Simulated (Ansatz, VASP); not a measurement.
Ca in VASP and in Ansatz

Contents of INCAR:

```
SYSTEM = Ca
PREC     = Accurate       ! precision mode
ENCUT    = 520            ! plane-wave cutoff, eV
EDIFF    = 1E-7           ! SCF threshold, eV
ISMEAR   = -1             ! smearing method
SIGMA    = 0.05           ! smearing width, eV
LREAL    = .FALSE.        ! projectors in reciprocal space
LASPH    = .TRUE.         ! aspherical terms in the spheres
NELM     = 80             ! most SCF steps
ALGO     = Fast           ! electronic algorithm
ISIF     = 2              ! what is computed and relaxed
LWAVE    = .FALSE.        ! write WAVECAR
LCHARG   = .FALSE.        ! write CHGCAR
NBANDS   = 11             ! bands
```

Contents of KPOINTS:

```
regular mesh
0
G
  8 8 8
  0 0 0
```

The input POSCAR:

```
Ca
1.0
    0.0000000000      2.7371595050      2.7371595050
    2.7371595050      0.0000000000      2.7371595050
    2.7371595050      2.7371595050      0.0000000000
Ca
1
Direct
    0.0000000000      0.0000000000      0.0000000000
```

Contents of input.yaml:

```yaml
crystal:
  lattice:
    - [0.0, 2.737159505, 2.737159505]
    - [2.737159505, 0.0, 2.737159505]
    - [2.737159505, 2.737159505, 0.0]
  atoms:
    - { symbol: Ca, position: [0.0, 0.0, 0.0] }
kpoints:
  mp_grid: { grid: [8, 8, 8] }
scf:
  occupations: { method: fermi_dirac, width: 0.05 }
hamiltonian:
  xc: lda
  pseudopotentials: { kind: all_electron, lapw: { basis_error: 0.001 } }
output:
  forces: true
  stress: true
  eigenvalues: true
```

Change from the starting cell: volume scaled by 0.94.

Alike in both runs: task single point; functional LDA; k mesh 8 × 8 × 8; occupations fermi-dirac, width 0.05 eV; no spin polarisation.

|  | VASP | Ansatz |
| --- | --- | --- |
| version | VASP 6.6.1 | Ansatz 0.2.0 |
| potentials or method | VASP PAW LDA potentials, release 64 (Ca_sv), cutoff 520 eV | all-electron LAPW, scalar-relativistic |

```tsv
	VASP	Ansatz	Ansatz less VASP
gap on the k mesh at the Fermi level (eV)	none	none	-
pressure (GPa)	-1.3	-1.3	0.00
```

LDA's correlation is that of Perdew and Zunger in VASP and of Perdew and Wang (1992) in Ansatz. A gap of «none» marks a metal or a gap that the smearing closes. Ansatz ran all-electron here, and VASP with PAW potentials.
